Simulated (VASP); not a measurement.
# GaP (Fm-3m) in VASP: further runs

The runs below take GaP through single point, with PBEsol, HSE06, PBE-based screened hybrid.

Program: VASP 6.6.1. These are calculated values, not measurements. Logs are shortened: lines on timing, memory, paths and dates and some standing lists are left out, and cuts for length are marked.

### 1 The cell of the first run

The structure is cubic, space group Fm-3m (No. 225). The conventional cell has a = 5.117 Å, b = 5.117 Å, c = 5.117 Å, α = 90.00°, β = 90.00°, γ = 90.00°. Ga (site symmetry m-3m) has 6 P at 2.56 Å within 3.4 Å. Within 3.4 Å of P (site symmetry m-3m) lie 6 Ga at 2.56 Å.

### 2 Single point, PBEsol

File INCAR:

```
SYSTEM = GaP
  PREC = Accurate
  ENCUT = 500
  EDIFF = 1E-6
  ISMEAR = 1
  SIGMA = 0.001
  LREAL = .FALSE.
  LASPH = .TRUE.
  NELM = 120
  ALGO = Normal
  ISIF = 2
  LWAVE = .FALSE.
  LCHARG = .FALSE.
  GGA = PS
  NBANDS = 16
  GGA_COMPAT = .FALSE.
```

File KPOINTS:

```
regular mesh
0
G
  6 6 6
  0 0 0
```

File POSCAR:

```
GaP
1.0
    0.0000000000      2.5585353464      2.5585353464
    2.5585353464      0.0000000000      2.5585353464
    2.5585353464      2.5585353464      0.0000000000
Ga P
1 1
Direct
    0.0000000000      0.0000000000      0.0000000000
    0.5000000000      0.5000000000      0.5000000000
```

Potentials or basis: VASP PAW PBE potentials, release 64 (Ga_d, P).

Started as:

```bash
> cat potpaw_PBE.64/Ga_d/POTCAR potpaw_PBE.64/P/POTCAR > POTCAR
> mpirun -np 1 vasp_std > vasp.out
```

OUTCAR:

```text
SYSTEM = GaP
   PREC = Accurate
   ENCUT = 500
   EDIFF = 1E-6
   ISMEAR = 1
   LREAL = .FALSE.
   LASPH = .TRUE.
   NELM = 120
   ISIF = 2
   GGA = PS

 ion  position               nearest neighbor table
   1  0.000  0.000  0.000-   2 2.56   2 2.56   2 2.56   2 2.56   2 2.56   2 2.56
   2  0.500  0.500  0.500-   1 2.56   1 2.56   1 2.56   1 2.56   1 2.56   1 2.56

  LATTYP: Found a face centered cubic cell.
 ALAT       =     5.1170706928

  Lattice vectors:

 A1 = (   0.0000000000,   2.5585353464,   2.5585353464)
 A2 = (   2.5585353464,   0.0000000000,   2.5585353464)
 A3 = (   2.5585353464,   2.5585353464,   0.0000000000)

Analysis of symmetry for initial positions (statically):
=====================================================================
 Subroutine PRICEL returns:
 Original cell was already a primitive cell.

 Routine SETGRP: Setting up the symmetry group for a
 face centered cubic supercell.

 Subroutine GETGRP returns: Found 48 space group operations
 (whereof 48 operations were pure point group operations)
 out of a pool of 48 trial point group operations.

The static configuration has the point symmetry O_h .

Analysis of symmetry for dynamics (positions and initial velocities):
=====================================================================
 Subroutine PRICEL returns:
 Original cell was already a primitive cell.

 Routine SETGRP: Setting up the symmetry group for a
 face centered cubic supercell.

 Subroutine GETGRP returns: Found 48 space group operations
 (whereof 48 operations were pure point group operations)
 out of a pool of 48 trial point group operations.

The dynamic configuration has the point symmetry O_h .

 Subroutine INISYM returns: Found 48 space group operations
 (whereof 48 operations are pure point group operations),
 and found     1 'primitive' translations

----------------------------------------------------------------------------------------

                                     Primitive cell

  volume of cell :      33.4969

  direct lattice vectors                    reciprocal lattice vectors
     0.000000000  2.558535346  2.558535346    -0.195424308  0.195424308  0.195424308
     2.558535346  0.000000000  2.558535346     0.195424308 -0.195424308  0.195424308
     2.558535346  2.558535346  0.000000000     0.195424308  0.195424308 -0.195424308

  length of vectors
     3.618315387  3.618315387  3.618315387     0.338484831  0.338484831  0.338484831

  position of ions in fractional coordinates (direct lattice)
     0.000000000  0.000000000  0.000000000
     0.500000000  0.500000000  0.500000000

  ion indices of the primitive-cell ions
   primitive index   ion index
                 1           1
                 2           2

----------------------------------------------------------------------------------------

 KPOINTS: regular mesh

Automatic generation of k-mesh.
 Grid dimensions read from file:
 generate k-points for:    6    6    6

 Generating k-lattice:

  Cartesian coordinates                     Fractional coordinates (reciprocal lattice)
    -0.032570718  0.032570718  0.032570718     0.166666667  0.000000000  0.000000000
     0.032570718 -0.032570718  0.032570718     0.000000000  0.166666667  0.000000000
     0.032570718  0.032570718 -0.032570718     0.000000000  0.000000000  0.166666667

  Length of vectors
     0.056414138  0.056414138  0.056414138

  Shift w.r.t. Gamma in fractional coordinates (k-lattice)
     0.000000000  0.000000000  0.000000000

 Subroutine IBZKPT returns following result:
 ===========================================

 Found     16 irreducible k-points:

 Following reciprocal coordinates:
            Coordinates               Weight
  0.000000  0.000000  0.000000      1.000000
  0.166667  0.000000  0.000000      8.000000
  0.333333  0.000000  0.000000      8.000000
  0.500000  0.000000  0.000000      4.000000
  0.166667  0.166667  0.000000      6.000000
  0.333333  0.166667  0.000000     24.000000
[... 8 lines left out ...]
 -0.333333  0.333333  0.166667     24.000000
 -0.333333  0.500000  0.166667     12.000000
   k-points           NKPTS =     16   k-points in BZ     NKDIM =     16   number of bands    NBANDS=     16
   number of dos      NEDOS =    301   number of ions     NIONS =      2
   total plane-waves  NPLWV =  21952
   dimension x,y,z NGX =    28 NGY =   28 NGZ =   28
   dimension x,y,z NGXF=    56 NGYF=   56 NGZF=   56
   ions per type =               1   1
   NGX,Y,Z   is equivalent  to a cutoff of  12.86, 12.86, 12.86 a.u.
   NGXF,Y,Z  is equivalent  to a cutoff of  25.73, 25.73, 25.73 a.u.
 SYSTEM =  GaP
   PREC   = accura    normal or accurate (medium, high low for compatibility)
   ISTART =      0    job   : 0-new  1-cont  2-samecut
   ICHARG =      2    charge: 1-file 2-atom 10-const
   ISPIN  =      1    spin polarized calculation?
   LNONCOLLINEAR =      F non collinear calculations
   LSORBIT =      F    spin-orbit coupling
   LASPH  =      T    aspherical Exc in radial PAW
   ENCUT  =  500.0 eV  36.75 Ry    6.06 a.u.   6.60  6.60  6.60*2*pi/ulx,y,z
   NELM   =    120;   NELMIN=  2; NELMDL= -5     # of ELM steps
   EDIFF  = 0.1E-05   stopping-criterion for ELM
   LREAL  =      F    real-space projection
   EDIFFG = 0.1E-04   stopping-criterion for IOM
   NSW    =      0    number of steps for IOM
   IBRION =     -1    ionic relax: 0-MD 1-quasi-New 2-CG
   NFREE  =      0    steps in history (QN), initial steepest desc. (CG)
   ISIF   =      2    stress and relaxation
   ISYM   =      2    0-nonsym 1-usesym 2-fastsym
   POTIM  = 0.5000    time-step for ionic-motion
   TEBEG  =    0.0;   TEEND  =   0.0 temperature during run
   PSTRESS=    0.0 pullay stress
   NELECT =      18.0000    total number of electrons
   NUPDOWN=      -1.0000    fix difference up-down
   EMIN   =  10.00;   EMAX   =-10.00  energy-range for DOS
   EFERMI =   0.00;   METHOD = LEGACY
   ISMEAR =     1;   SIGMA  =   0.00  broadening in eV -4-tet -1-fermi 0-gaus
   EFERMI_NEDOS =   21; number of points for ismear=-14 and -15
   IALGO  =     38    algorithm
   IMIX   =      4    mixing-type and parameters
     AMIX     =   0.40;   BMIX     =  1.00
     AMIX_MAG =   1.60;   BMIX_MAG =  1.00
  volume/ion in A,a.u.               =      16.75       113.02
  Fermi-wavevector in a.u.,A,eV,Ry     =   1.330958  2.515145 24.102018  1.771448
  Thomas-Fermi vector in A             =   2.460005
   LORBIT       =      0    0 simple, 1 ext, 2 COOP (PROOUT), +10 PAW based schemes
   GGA     = PS    functional components
   LHFCALC =     F    Hartree Fock is set to
   AEXX    =    0.0000 exact exchange contribution
   IVDW    =     0    specifies the selected vdW correction
   LEPSILON=     F    determine dielectric tensor
   LRPA    =     F    only Hartree local field effects (RPA)
 non-spin polarized calculation
 Methfessel and Paxton  Order N= 1 SIGMA  =   0.00
  energy-cutoff  :      500.00
  volume of cell :       33.50
 maximum number of plane-waves:       869
 NGX is ok and might be reduce to    28
   NGX = 13   NGY = 13   NGZ = 13

 number of electron      17.9999996 magnetization

 Free energy of the ion-electron system (eV)
  ---------------------------------------------------
  ext. energy  EPLUGINS =         0.00000000
  ---------------------------------------------------
  free energy    TOTEN  =        -9.24948926 eV

  energy without entropy =       -9.24947728  energy(sigma->0) =       -9.24948527

 E-fermi :   6.6603     XC(G=0): -11.2154

 val. band max:        6.6160724862   @ k =   0.0000   0.0000   0.0000
 cond. band min:       6.6606814277   @ k =   0.3333   0.0000   0.0000
 fundamental gap:      0.0446089415
 Fermi energy:         6.6602781995

 k-point     1 :       0.0000    0.0000    0.0000
  band No.  band energies     occupation
      1      -8.0612      2.00000
      2      -8.0612      2.00000
      3      -8.0354      2.00000
      4      -8.0354      2.00000
      5      -8.0354      2.00000
      6      -6.8074      2.00000
[... 8 lines left out ...]
     15      15.3244      0.00000
     16      15.3244      0.00000

 k-point     2 :       0.1667    0.0000    0.0000
  band No.  band energies     occupation
      1      -8.0700      2.00000
      2      -8.0700      2.00000
      3      -8.0378      2.00000
      4      -8.0239      2.00000
      5      -8.0239      2.00000
      6      -6.3809      2.00000
[... 8 lines left out ...]
     15      14.6932      0.00000
     16      15.1370      0.00000

 k-point     3 :       0.3333    0.0000    0.0000
  band No.  band energies     occupation
      1      -8.0913      2.00000
      2      -8.0913      2.00000
      3      -8.0462      2.00000
      4      -7.9971      2.00000
      5      -7.9971      2.00000
      6      -5.1579      2.00000
[... 8 lines left out ...]
     15      16.9920      0.00000
     16      16.9920      0.00000

 k-point     4 :       0.5000    0.0000    0.0000
  band No.  band energies     occupation
      1      -8.1023      2.00000
      2      -8.1023      2.00000
      3      -8.0512      2.00000
      4      -7.9833      2.00000
      5      -7.9833      2.00000
      6      -3.9225      2.00000
[... 8 lines left out ...]
     15      19.3758      0.00000
     16      19.4998      0.00000
[... 172 lines left out ...]
 k-point    14 :       0.5000    0.3333    0.1667
  band No.  band energies     occupation
      1      -8.1814      2.00000
      2      -8.0670      2.00000
      3      -8.0435      2.00000
      4      -7.9975      2.00000
      5      -7.9827      2.00000
      6      -4.0565      2.00000
[... 8 lines left out ...]
     15      19.7952      0.00000
     16      20.0697      0.00000

 k-point    15 :      -0.3333    0.3333    0.1667
  band No.  band energies     occupation
      1      -8.1946      2.00000
      2      -8.0744      2.00000
      3      -8.0256      2.00000
      4      -8.0149      2.00000
      5      -7.9719      2.00000
      6      -2.9749      2.00000
[... 8 lines left out ...]
     15      17.7464      0.00000
     16      21.2569      0.00000

 k-point    16 :      -0.3333    0.5000    0.1667
  band No.  band energies     occupation
      1      -8.2435      2.00000
      2      -8.0547      2.00000
      3      -8.0491      2.00000
      4      -7.9935      2.00000
      5      -7.9625      2.00000
      6      -2.5935      2.00000
[... 8 lines left out ...]
     15      20.1732      0.00000
     16      21.6898      0.00000

------------------------ aborting loop because EDIFF is reached ----------------------------------------

  FORCE on cell =-STRESS in cart. coord.  units (eV):
  Direction    XX          YY          ZZ          XY          YZ          ZX
  --------------------------------------------------------------------------------------
  -------------------------------------------------------------------------------------
  Total       -0.3295777     -0.3295777     -0.3295777      0.0000000      0.0000000      0.0000000
  in kB      -15.7639184    -15.7639184    -15.7639184      0.0000000      0.0000000      0.0000000
  external PRESSURE =     -15.7639184 kB  Pullay stress =       0.0000000 kB

 VOLUME and BASIS-vectors are now :
 -----------------------------------------------------------------------------
  energy-cutoff  :      500.00
  volume of cell :       33.50
      direct lattice vectors                 reciprocal lattice vectors
     0.000000000  2.558535346  2.558535346    -0.195424308  0.195424308  0.195424308
     2.558535346  0.000000000  2.558535346     0.195424308 -0.195424308  0.195424308
     2.558535346  2.558535346  0.000000000     0.195424308  0.195424308 -0.195424308

 POSITION                                       TOTAL-FORCE (eV/Angst)
 -----------------------------------------------------------------------------------
      0.00000      0.00000      0.00000        -0.000000      0.000000      0.000000
      2.55854      2.55854      2.55854         0.000000      0.000000     -0.000000
 -----------------------------------------------------------------------------------
    total drift:                               -0.000000      0.000000      0.000000

  FREE ENERGIE OF THE ION-ELECTRON SYSTEM (eV)
  ---------------------------------------------------
  free  energy   TOTEN  =        -9.2494892603 eV

  energy  without entropy=       -9.2494772800  energy(sigma->0) =       -9.24948527
```

Run time: 20 s. Hardware: 1 thread of AMD EPYC 7R13, shared host; peak memory 0.12 GiB.

What came out:

```
Free energy            : -9.2495 eV
Pressure               : -1.6 GPa
Band gap on the k mesh : zero (band 9 reaches 7.19 eV, above the bottom of band 10 at 3.85 eV)
```

Caveat: the PAW data sets were made with another functional, which shifts forces and pressure a little.

### 3 Single point, PBEsol

File INCAR:

```
SYSTEM = GaP
PREC = Accurate
ENCUT = 520
EDIFF = 1E-6
ISMEAR = -1
SIGMA = 0.02
LREAL = .FALSE.
LASPH = .TRUE.
NELM = 100
ALGO = Normal
ISIF = 2
LWAVE = .FALSE.
LCHARG = .FALSE.
GGA = PS
NBANDS = 16
```

KPOINTS is that of step 2.

POSCAR is that of step 2.

Potentials or basis: VASP PAW PBE potentials, release 64 (Ga_d, P).

Started as:

```bash
> cat potpaw_PBE.64/Ga_d/POTCAR potpaw_PBE.64/P/POTCAR > POTCAR
> mpirun -np 1 vasp_std > vasp.out
```

It took 4.7 s on 1 thread of Intel Xeon 6975P-C (Granite Rapids), shared host; peak memory 0.15 GiB.

The run converged. Its results:

| Quantity | Value |
| --- | --- |
| Free energy | -9.2514 eV |
| Pressure | -1.6 GPa |
| Band gap on the k mesh | zero (band 9 reaches 7.19 eV, above the bottom of band 10 at 3.85 eV) |

Levels at points of the mesh, in eV from the Fermi level:
```tsv
k point	band 6	band 7	band 8	band 9	band 10	band 11	band 12	band 13
(0.00, 0.00, 0.00)	-13.45	-0.03	-0.03	-0.03	1.62	7.00	7.00	7.00
(0.50, 0.00, 0.00)	-10.56	-8.03	0.16	0.16	2.93	2.93	3.07	5.26
(0.50, 0.50, 0.00)	-9.42	-6.08	-3.19	-2.79	-2.79	3.20	11.05	11.05
```

Caveat: the PAW data sets were made with another functional, which shifts forces and pressure a little.

### 4 Single point, HSE06

POSCAR is that of step 3.

File INCAR.step1:

```
SYSTEM = GaP
  PREC = Accurate
  ENCUT = 520
  EDIFF = 1E-5
  ISMEAR = -1
  SIGMA = 0.02
  LREAL = .False.
  LASPH = .True.
  NELM = 80
  ALGO = Normal
  ISIF = 2
  LWAVE = .True.
  LCHARG = .False.
  NBANDS = 16
  GGA = PE
```

File INCAR.step2:

```
SYSTEM = GaP
  PREC = Accurate
  ENCUT = 520
  EDIFF = 1E-7
  ISMEAR = -1
  SIGMA = 0.02
  LREAL = .False.
  LASPH = .True.
  NELM = 80
  ALGO = Normal
  ISIF = 2
  LWAVE = .False.
  LCHARG = .False.
  GGA = PE
  LHFCALC = .True.
  HFSCREEN = 0.2079
  PRECFOCK = Normal
  NBANDS = 16
  ISTART = 1
```

File KPOINTS:

```
Automatic mesh
0
Gamma
  4 4 4
  0 0 0
```

Started as:

```bash
> cat potpaw_PBE.64/Ga_d/POTCAR potpaw_PBE.64/P/POTCAR > POTCAR
> cp INCAR.step1 INCAR
> mpirun -np 1 vasp_std > vasp.out
> cp INCAR.step2 INCAR
> mpirun -np 1 vasp_std > vasp.out
```

Wall time 19 min (1 thread of Intel Xeon 6975P-C (Granite Rapids), shared host); peak memory 0.26 GiB.

The run converged. Its results:

* Free energy: -9.3660 eV
* Pressure: 0.5 GPa
* Band gap on the k mesh: zero (band 9 reaches 6.75 eV, above the bottom of band 10 at 3.43 eV)

Levels at points of the mesh, in eV from the Fermi level:
```
           k point  band 5  band 6  band 7  band 8  band 9  band 10  band 11  band 12  band 13  band 14
(0.00, 0.00, 0.00)  -17.97  -15.13   -0.28   -0.27   -0.25     2.29     7.57     7.57     7.57     9.61
(0.50, 0.00, 0.00)  -17.93  -11.94   -9.12   -0.07    0.02     3.30     3.30     3.64     6.11    13.77
(0.50, 0.50, 0.00)  -17.91  -10.74   -6.92   -3.32   -3.31    -3.30     3.61    12.22    12.23    13.77
```

Caveat: the k points lie up to 0.53 Å⁻¹ apart; the PAW data sets were made with another functional, which shifts forces and pressure a little.

(Continued in part 2 of 2.)
